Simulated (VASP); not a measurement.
A run of VASP 6.6.1 is set up as follows.

Contents of POSCAR:

```
ZnSe
1.0
    0.0000000000      2.8893788162      2.8893788162
    2.8893788162      0.0000000000      2.8893788162
    2.8893788162      2.8893788162      0.0000000000
Se Zn
1 1
Direct
    0.7500000000      0.7500000000      0.7500000000
    0.0000000000      0.0000000000      0.0000000000
```

INCAR.step1

```
SYSTEM = ZnSe
ALGO     = Normal         ! electronic algorithm
EDIFF    = 1E-5           ! SCF threshold, eV
ENCUT    = 520            ! plane-wave cutoff, eV
GGA      = PE             ! functional
ISIF     = 2              ! what is computed and relaxed
ISMEAR   = -1             ! smearing method
LASPH    = .True.         ! aspherical terms in the spheres
LCHARG   = .False.        ! write CHGCAR
LREAL    = .False.        ! projectors in reciprocal space
LWAVE    = .True.         ! write WAVECAR
NBANDS   = 16             ! bands
NELM     = 60             ! most SCF steps
PREC     = Accurate       ! precision mode
SIGMA    = 0.05           ! smearing width, eV
```

The input INCAR.step2:

```
SYSTEM = ZnSe
ALGO     = Normal         ! electronic algorithm
EDIFF    = 1E-6           ! SCF threshold, eV
ENCUT    = 520            ! plane-wave cutoff, eV
GGA      = PE             ! functional
HFSCREEN = 0.2079         ! screening, 1/A
ISIF     = 2              ! what is computed and relaxed
ISMEAR   = -1             ! smearing method
ISTART   = 1            
LASPH    = .True.         ! aspherical terms in the spheres
LCHARG   = .False.        ! write CHGCAR
LHFCALC  = .True.         ! exact exchange
LREAL    = .False.        ! projectors in reciprocal space
LWAVE    = .False.        ! write WAVECAR
NBANDS   = 16             ! bands
NELM     = 60             ! most SCF steps
PREC     = Accurate       ! precision mode
PRECFOCK = Normal       
SIGMA    = 0.05           ! smearing width, eV
```

Contents of KPOINTS:

```
k-points
0
Gamma
  4 4 4
  0 0 0
```

Potentials or basis: VASP PAW PBE potentials, release 64 (Se, Zn).

The run is started by

```bash
$ cat potpaw_PBE.64/Se/POTCAR potpaw_PBE.64/Zn/POTCAR > POTCAR
$ cp INCAR.step1 INCAR
$ mpirun -np 1 vasp_std > vasp.out
$ cp INCAR.step2 INCAR
$ mpirun -np 1 vasp_std > vasp.out
```

Question: Predict the band gap on the k mesh.

Answer: 2.16 eV.

Question: What does it give for the pressure?

Answer: -2.1 GPa.

Caveat: the k points lie up to 0.47 Å⁻¹ apart; the PAW data sets were made with another functional, which shifts forces and pressure a little.
